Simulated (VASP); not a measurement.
# Li3OF (Pna2_1) in VASP: single point with PBEsol

Aim: the single point of Li3OF with PBEsol.

Program: VASP 6.6.1. These are calculated values, not measurements. Logs are shortened: lines on timing, memory, paths and dates and some standing lists are left out, and cuts for length are marked.

## (1) The cell of the first run

It takes space group Pna2_1 (No. 33, orthorhombic). Conventional cell: a = 5.015 Å, b = 4.937 Å, c = 7.074 Å, α = 90.00°, β = 90.00°, γ = 90.00°. Within 2.6 Å of F (site symmetry 1) lie 6 Li at 1.93 to 2.16 Å. Within 2.5 Å of O (site symmetry 1) lie 6 Li at 1.87 to 1.95 Å. Li (site symmetry 1) has 2 O at 1.89 to 1.95 Å and 2 F at 1.94 to 2.11 Å and 8 Li at 2.51 to 2.79 Å within 2.8 Å. Li (site symmetry 1) has 2 O at 1.87 to 1.91 Å and 2 F at 1.93 to 2.11 Å and 8 Li at 2.50 to 2.77 Å within 2.8 Å. Li (site symmetry 1) has 4 O at 1.88 to 3.41 Å and 4 F at 1.95 to 3.22 Å and 13 Li at 2.50 to 3.44 Å within 3.5 Å.

## (2) Single point, PBEsol

INCAR reads:

```
  PREC = Accurate
  ENCUT = 520
  EDIFF = 1E-6
  ISMEAR = -1
  SIGMA = 0.05
  LREAL = Auto
  LASPH = T
  NELM = 100
  ALGO = Normal
  ISIF = 2
  LWAVE = F
  LCHARG = T
  GGA = PS
  LELF = T
  LVHAR = T
  NBANDS = 60
```

KPOINTS reads:

```
regular mesh
0
Gamma
  4 4 4
```

POSCAR reads:

```
Li3OF
1.0
    3.4909883138      3.4911388045      0.0003546726
   -3.5460276568      3.5458917114     -0.0000041129
   -0.0003386102     -0.0003557595      7.0736397299
F O Li
4 4 12
Direct
   -0.0048298259     -0.0220127194     -0.0321370423
    0.0024798567      0.0236403585      0.4678648046
    0.5024761569      0.4779833888     -0.0321358530
    0.4951716200      0.5236376944      0.4678586616
    0.4979381206     -0.0216603784      0.2364748328
    0.4997115957      0.0232839112      0.7364757747
    0.9997143739      0.4783410667      0.2364763155
    0.9979347532      0.5232795513      0.7364750461
    0.3731636525      0.0794930075     -0.0051446606
    0.2070678261      0.7622669000      0.3276399694
    0.2905832351      0.2622649146      0.3276413791
    0.6244821557     -0.0778633427      0.4948543461
    0.1589814860      0.8652790069      0.6955124556
    0.3386705928      0.3652843434      0.6955122391
    1.1244789515      0.5794864464     -0.0051465634
    0.8386720506      0.1363405121      0.1955143118
    0.6589819609      0.6363390128      0.1955094655
    0.8731608764      0.4221343244      0.4948549914
    0.7905793867      0.2393596514      0.8276457733
    0.7070639496      0.7393571241      0.8276419953
```

Potentials or basis: VASP PAW PBE potentials, release 64 (F, O, Li_sv).

Started as:

```console
cat potpaw_PBE.64/F/POTCAR potpaw_PBE.64/O/POTCAR potpaw_PBE.64/Li_sv/POTCAR > POTCAR
mpirun -np 1 vasp_std > vasp.out
```

OUTCAR:

```text
PREC = Accurate
   ENCUT = 520
   EDIFF = 1E-6
   ISMEAR = -1
   LREAL = Auto
   LASPH = T
   NELM = 100
   ISIF = 2
   GGA = PS

 ion  position               nearest neighbor table
   1  0.995  0.978  0.968-  19 1.93   9 1.94  16 1.95  15 2.11  20 2.11  13 2.16
   2  0.002  0.024  0.468-  10 1.93  12 1.94  13 1.95  18 2.11  11 2.11  16 2.16
   3  0.502  0.478  0.968-  20 1.93  15 1.94  17 1.95   9 2.11  19 2.11  14 2.16
   4  0.495  0.524  0.468-  11 1.93  18 1.94  14 1.95  12 2.11  10 2.11  17 2.16
   5  0.498  0.978  0.236-  11 1.87  16 1.88   9 1.89  10 1.91  17 1.91  12 1.95
   6  0.500  0.023  0.736-  20 1.87  13 1.88  12 1.89  19 1.91  14 1.91   9 1.95
   7  1.000  0.478  0.236-  10 1.87  17 1.88  15 1.89  11 1.91  16 1.91  18 1.95
   8  0.998  0.523  0.736-  19 1.87  14 1.88  18 1.89  20 1.91  13 1.91  15 1.95
   9  0.373  0.079  0.995-   5 1.89   1 1.94   6 1.95   3 2.11  19 2.51  11 2.56  14 2.56  13 2.60

  10  0.207  0.762  0.328-   7 1.87   5 1.91   2 1.93   4 2.11  17 2.50  12 2.51  11 2.54  11 2.54
                            15 2.56
  11  0.291  0.262  0.328-   5 1.87   7 1.91   4 1.93   2 2.11  16 2.50  18 2.51  10 2.54  10 2.54
                             9 2.56
  12  0.624  0.922  0.495-   6 1.89   2 1.94   5 1.95   4 2.11  10 2.51  20 2.56  17 2.56  16 2.60

  13  0.159  0.865  0.696-   6 1.88   8 1.91   2 1.95   1 2.16  20 2.50  15 2.56   9 2.60
  14  0.339  0.365  0.696-   8 1.88   6 1.91   4 1.95   3 2.16  19 2.50   9 2.56  15 2.60
  15  0.124  0.579  0.995-   7 1.89   3 1.94   8 1.95   1 2.11  20 2.51  10 2.56  13 2.56  14 2.60

  16  0.839  0.136  0.196-   5 1.88   7 1.91   1 1.95   2 2.16  11 2.50  18 2.56  12 2.60
  17  0.659  0.636  0.196-   7 1.88   5 1.91   3 1.95   4 2.16  10 2.50  12 2.56  18 2.60
  18  0.873  0.422  0.495-   8 1.89   4 1.94   7 1.95   2 2.11  11 2.51  19 2.56  16 2.56  17 2.60

  19  0.791  0.239  0.828-   8 1.87   6 1.91   1 1.93   3 2.11  14 2.50   9 2.51  20 2.54  20 2.54
                            18 2.56
  20  0.707  0.739  0.828-   6 1.87   8 1.91   3 1.93   1 2.11  13 2.50  15 2.51  19 2.54  19 2.54
                            12 2.56

  LATTYP: Found a simple orthorhombic cell.
 ALAT       =     4.9371094463
 B/A-ratio  =     1.0157247540
 C/A-ratio  =     1.4327492278

  Lattice vectors:

 A1 = (   3.4909883138,   3.4911388045,   0.0003546726)
 A2 = (  -3.5460276568,   3.5458917114,  -0.0000041129)
 A3 = (  -0.0003386102,  -0.0003557595,   7.0736397299)

Analysis of symmetry for initial positions (statically):
=====================================================================
 Subroutine PRICEL returns:
 Original cell was already a primitive cell.

 Routine SETGRP: Setting up the symmetry group for a
 simple orthorhombic supercell.

 Subroutine GETGRP returns: Found  2 space group operations
 (whereof  1 operations were pure point group operations)
 out of a pool of  8 trial point group operations.

The static configuration has the point symmetry C_1 .
 The point group associated with its full space group is C_1h.

Analysis of symmetry for dynamics (positions and initial velocities):
=====================================================================
 Subroutine PRICEL returns:
 Original cell was already a primitive cell.

 Routine SETGRP: Setting up the symmetry group for a
 simple orthorhombic supercell.

 Subroutine GETGRP returns: Found  2 space group operations
 (whereof  1 operations were pure point group operations)
 out of a pool of  8 trial point group operations.

The dynamic configuration has the point symmetry C_1 .
 The point group associated with its full space group is C_1h.

 Subroutine INISYM returns: Found  2 space group operations
 (whereof  1 operations are pure point group operations),
 and found     1 'primitive' translations

----------------------------------------------------------------------------------------

                                     Primitive cell

  volume of cell :     175.1316

  direct lattice vectors                    reciprocal lattice vectors
     3.490988314  3.491138804  0.000354673     0.143220083  0.143225574  0.000014059
    -3.546027657  3.545891711 -0.000004113    -0.141008590  0.141002512  0.000000342
    -0.000338610 -0.000355759  7.073639730    -0.000007263 -0.000007099  0.141369936

  length of vectors
     4.937109446  5.014744278  7.073639747     0.202547667  0.199411963  0.141369936

  position of ions in fractional coordinates (direct lattice)
     0.995170174  0.977987281  0.967862958
     0.002479857  0.023640359  0.467864805
     0.502476157  0.477983389  0.967864147
     0.495171620  0.523637694  0.467858662
     0.497938121  0.978339622  0.236474833
     0.499711596  0.023283911  0.736475775
[... 12 lines left out ...]
     0.790579387  0.239359651  0.827645773
     0.707063950  0.739357124  0.827641995

  ion indices of the primitive-cell ions
   primitive index   ion index
                 1           1
                 2           2
                 3           3
                 4           4
                 5           5
                 6           6
[... 12 lines left out ...]
                19          19
                20          20

----------------------------------------------------------------------------------------

 KPOINTS: regular mesh

Automatic generation of k-mesh.
 Grid dimensions read from file:
 generate k-points for:    4    4    4

 Generating k-lattice:

  Cartesian coordinates                     Fractional coordinates (reciprocal lattice)
     0.035805021  0.035806393  0.000003515     0.250000000 -0.000000000  0.000000000
    -0.035252148  0.035250628  0.000000085     0.000000000  0.250000000  0.000000000
    -0.000001816 -0.000001775  0.035342484     0.000000000  0.000000000  0.250000000

  Length of vectors
     0.050636917  0.049852991  0.035342484

  Shift w.r.t. Gamma in fractional coordinates (k-lattice)
     0.000000000  0.000000000  0.000000000

 Subroutine IBZKPT returns following result:
 ===========================================

 Found     30 irreducible k-points:

 Following reciprocal coordinates:
            Coordinates               Weight
  0.000000  0.000000  0.000000      1.000000
  0.250000 -0.000000  0.000000      2.000000
  0.500000 -0.000000  0.000000      1.000000
  0.000000  0.250000 -0.000000      2.000000
  0.250000  0.250000 -0.000000      4.000000
  0.500000  0.250000 -0.000000      2.000000
[... 16 lines left out ...]
  0.250000  0.000000  0.500000      2.000000
  0.500000  0.000000  0.500000      1.000000
 [... further k-points ...]
   k-points           NKPTS =     30   k-points in BZ     NKDIM =     30   number of bands    NBANDS=     60
   number of dos      NEDOS =    301   number of ions     NIONS =     20
   total plane-waves  NPLWV =  86400
   dimension x,y,z NGX =    40 NGY =   40 NGZ =   54
   dimension x,y,z NGXF=    80 NGYF=   80 NGZF=  108
   ions per type =               4   4  12
   NGX,Y,Z   is equivalent  to a cutoff of  13.47, 13.26, 12.69 a.u.
   NGXF,Y,Z  is equivalent  to a cutoff of  26.94, 26.52, 25.38 a.u.
 SYSTEM =  unknown system
   PREC   = accura    normal or accurate (medium, high low for compatibility)
   ISTART =      0    job   : 0-new  1-cont  2-samecut
   ICHARG =      2    charge: 1-file 2-atom 10-const
   ISPIN  =      1    spin polarized calculation?
   LNONCOLLINEAR =      F non collinear calculations
   LSORBIT =      F    spin-orbit coupling
   LASPH  =      T    aspherical Exc in radial PAW
   ENCUT  =  520.0 eV  38.22 Ry    6.18 a.u.   9.18  9.32 13.15*2*pi/ulx,y,z
   NELM   =    100;   NELMIN=  2; NELMDL= -5     # of ELM steps
   EDIFF  = 0.1E-05   stopping-criterion for ELM
   LREAL  =      T    real-space projection
   EDIFFG = 0.1E-04   stopping-criterion for IOM
   NSW    =      0    number of steps for IOM
   IBRION =     -1    ionic relax: 0-MD 1-quasi-New 2-CG
   NFREE  =      0    steps in history (QN), initial steepest desc. (CG)
   ISIF   =      2    stress and relaxation
   ISYM   =      2    0-nonsym 1-usesym 2-fastsym
   POTIM  = 0.5000    time-step for ionic-motion
   TEBEG  =    0.0;   TEEND  =   0.0 temperature during run
   PSTRESS=    0.0 pullay stress
   NELECT =      88.0000    total number of electrons
   NUPDOWN=      -1.0000    fix difference up-down
   EMIN   =  10.00;   EMAX   =-10.00  energy-range for DOS
   EFERMI =   0.00;   METHOD = LEGACY
   ISMEAR =    -1;   SIGMA  =   0.05  broadening in eV -4-tet -1-fermi 0-gaus
   EFERMI_NEDOS =   21; number of points for ismear=-14 and -15
   IALGO  =     38    algorithm
   IMIX   =      4    mixing-type and parameters
     AMIX     =   0.40;   BMIX     =  1.00
     AMIX_MAG =   1.60;   BMIX_MAG =  1.00
  volume/ion in A,a.u.               =       8.76        59.09
  Fermi-wavevector in a.u.,A,eV,Ry     =   1.301510  2.459498 23.047299  1.693929
  Thomas-Fermi vector in A             =   2.432639
   LORBIT       =      0    0 simple, 1 ext, 2 COOP (PROOUT), +10 PAW based schemes
   GGA     = PS    functional components
   LHFCALC =     F    Hartree Fock is set to
   AEXX    =    0.0000 exact exchange contribution
   IVDW    =     0    specifies the selected vdW correction
   LEPSILON=     F    determine dielectric tensor
   LRPA    =     F    only Hartree local field effects (RPA)
 non-spin polarized calculation
  energy-cutoff  :      520.00
  volume of cell :      175.13
 maximum number of plane-waves:      4742
 NGX is ok and might be reduce to    40
   NGX = 19   NGY = 19   NGZ = 27

 number of electron      88.0000047 magnetization

 Free energy of the ion-electron system (eV)
  ---------------------------------------------------
  ext. energy  EPLUGINS =         0.00000000
  ---------------------------------------------------
  free energy    TOTEN  =       -97.02965874 eV

  energy without entropy =      -97.02965874  energy(sigma->0) =      -97.02965874

 E-fermi :   2.0781     XC(G=0):  -9.6615

 val. band max:        0.8597152139   @ k =   0.0000   0.0000   0.0000
 cond. band min:       5.8753896575   @ k =   0.0000   0.0000   0.0000
 fundamental gap:      5.0156744436
 Fermi energy:         2.0781082010

 k-point     1 :       0.0000    0.0000    0.0000
  band No.  band energies     occupation
      1     -41.3564      2.00000
      2     -41.3044      2.00000
      3     -41.2814      2.00000
      4     -41.2769      2.00000
      5     -41.2730      2.00000
      6     -41.2496      2.00000
[... 48 lines left out ...]
     55      11.6646      0.00000
     56      11.8615      0.00000

 k-point     2 :       0.2500   -0.0000    0.0000
  band No.  band energies     occupation
      1     -41.3461      2.00000
      2     -41.3024      2.00000
      3     -41.2870      2.00000
      4     -41.2827      2.00000
      5     -41.2677      2.00000
      6     -41.2527      2.00000
[... 48 lines left out ...]
     55      11.0733      0.00000
     56      11.4977      0.00000

 k-point     3 :       0.5000   -0.0000    0.0000
  band No.  band energies     occupation
      1     -41.3207      2.00000
      2     -41.3207      2.00000
      3     -41.2882      2.00000
      4     -41.2881      2.00000
      5     -41.2560      2.00000
      6     -41.2559      2.00000
[... 1172 lines left out ...]
 k-point    23 :       0.2500    0.0000    0.5000
  band No.  band energies     occupation
      1     -41.3279      2.00000
      2     -41.3277      2.00000
      3     -41.2851      2.00000
      4     -41.2849      2.00000
      5     -41.2577      2.00000
      6     -41.2577      2.00000
[... 48 lines left out ...]
     55      11.1692      0.00000
     56      11.1695      0.00000

 k-point    24 :       0.5000    0.0000    0.5000
  band No.  band energies     occupation
      1     -41.3124      2.00000
      2     -41.3122      2.00000
      3     -41.2996      2.00000
      4     -41.2994      2.00000
      5     -41.2587      2.00000
      6     -41.2586      2.00000
[... 48 lines left out ...]
     55      10.7782      0.00000
     56      10.7782      0.00000

 [... further k-points ...]

 [bands above 56 left out]

------------------------ aborting loop because EDIFF is reached ----------------------------------------

  FORCE on cell =-STRESS in cart. coord.  units (eV):
  Direction    XX          YY          ZZ          XY          YZ          ZX
  --------------------------------------------------------------------------------------
  -------------------------------------------------------------------------------------
  Total        0.1590822      0.1590858      0.1177334      0.0345200      0.0030451      0.0030453
  in kB        1.4553508      1.4553833      1.0770742      0.3158032      0.0278578      0.0278601
  external PRESSURE =       1.3292694 kB  Pullay stress =       0.0000000 kB

 VOLUME and BASIS-vectors are now :
 -----------------------------------------------------------------------------
  energy-cutoff  :      520.00
  volume of cell :      175.13
      direct lattice vectors                 reciprocal lattice vectors
     3.490988314  3.491138804  0.000354673     0.143220083  0.143225574  0.000014059
    -3.546027657  3.545891711 -0.000004113    -0.141008590  0.141002512  0.000000342
    -0.000338610 -0.000355759  7.073639730    -0.000007263 -0.000007099  0.141369936

 POSITION                                       TOTAL-FORCE (eV/Angst)
 -----------------------------------------------------------------------------------
      0.00583      6.94177      6.84666         0.009311     -0.010925     -0.005421
     -0.07533      0.09232      3.30951        -0.010843      0.010606     -0.004345
      0.05887      3.44875      6.84650         0.010606     -0.010843     -0.004345
     -0.12835      3.58531      3.30964        -0.010925      0.009311     -0.005421
     -1.73100      5.20737      1.67291         0.003857     -0.002206     -0.004574
      1.66167      1.82686      5.20974        -0.004885      0.002072     -0.005450
[... 12 lines left out ...]
      1.91085      3.60847      5.85475        -0.001593     -0.004477      0.016136
     -0.15371      5.08984      5.85469         0.005769      0.001145      0.016382
 -----------------------------------------------------------------------------------
    total drift:                                0.060232     -0.068473     -0.002639

  FREE ENERGIE OF THE ION-ELECTRON SYSTEM (eV)
  ---------------------------------------------------
  free  energy   TOTEN  =       -97.0296587405 eV

  energy  without entropy=      -97.0296587405  energy(sigma->0) =      -97.02965874
```

It took 6.9 min on 1 thread of Intel Xeon Platinum 8259CL at 2.50GHz (Skylake/Cascade Lake), shared host; peak memory 0.37 GiB.

What came out:

```
Free energy            : -97.0297 eV
Largest force          : 0.017 eV/Å
Band gap on the k mesh : 5.02 eV
```

Forces on the atoms (eV/Å):
```
F    0.009 -0.011 -0.005
F   -0.011  0.011 -0.004
F    0.011 -0.011 -0.004
F   -0.011  0.009 -0.005
O    0.004 -0.002 -0.005
O   -0.005  0.002 -0.005
O    0.002 -0.005 -0.005
O   -0.002  0.004 -0.005
Li  -0.015  0.004 -0.005
Li   0.001  0.006  0.016
Li  -0.004 -0.002  0.016
Li   0.016 -0.004 -0.006
Li  -0.014 -0.002 -0.002
Li   0.003  0.014  0.000
Li  -0.004  0.016 -0.006
Li   0.014  0.003  0.000
Li  -0.002 -0.014 -0.002
Li   0.004 -0.015 -0.005
Li  -0.002 -0.004  0.016
Li   0.006  0.001  0.016
```

Caveat: the cutoff is under 1.25 times the usual one of these potentials, so pressure, stress and relaxed cells hold a basis-set (Pulay) error; the PAW data sets were made with another functional, which shifts forces and pressure a little. A k mesh can miss the band edges.
